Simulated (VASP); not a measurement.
Wanted: the native input for a VASP 6.6.1 run.

```yaml
Task: single point
Functional: PBE
Potentials_or_basis: VASP PAW PBE potentials, release 64 (Ca_sv, Co)
Cutoff: 520 eV
k_mesh: 9 × 9 × 9
Occupations: fermi-dirac, width 0.05 eV
Spin: collinear spin, ferromagnetic start
Starting_moments: "[0.0, 2.0] μB"
Dipole_correction: no
Further_INCAR_settings: ALGO = Fast; EDIFF = 1e-07; NBANDS = 20
```

The structure of CaCo lies in POSCAR:

```
CaCo
1.0
    0.0000000000      2.5519821046      2.5519821046
    2.5519821046      0.0000000000      2.5519821046
    2.5519821046      2.5519821046      0.0000000000
Ca Co
1 1
Direct
    0.5000000000      0.5000000000      0.5000000000
    0.0000000000      0.0000000000      0.0000000000
```

This cell differs from its parent crystal: volume scaled by 0.98.

The input as run:

INCAR

```
PREC = Accurate
ENCUT = 520
EDIFF = 1E-7
ISMEAR = -1
SIGMA = 0.05
LREAL = F
LASPH = T
NELM = 150
ALGO = Fast
ISIF = 2
LWAVE = F
LCHARG = T
ISPIN = 2
MAGMOM = 0 2
LORBIT = 11
LMAXMIX = 4
GGA = PE
LELF = T
LVHAR = T
NBANDS = 20
```

KPOINTS

```
Automatic mesh
0
Gamma
  9 9 9
```

Potentials or basis: VASP PAW PBE potentials, release 64 (Ca_sv, Co).

Launch:

```sh
$ cat potpaw_PBE.64/Ca_sv/POTCAR potpaw_PBE.64/Co/POTCAR > POTCAR
$ mpirun -np 1 vasp_std > vasp.out
```

Results of the run:

| Quantity | Value |
| --- | --- |
| Pressure | 23.6 GPa |
| Band gap on the k mesh | zero (filled and empty bands overlap) |
| Net moment | 1.00 μB per cell |
| Site moments | Ca -0.05; Co +1.12 μB |
| Valence electrons inside the program's atomic spheres | Ca 8.48; Co 8.24 |

Run time: 75 s on 1 thread of Intel(R) Xeon(R) Platinum 8488C (Sapphire Rapids), on a shared host, peak memory 0.2 GiB.
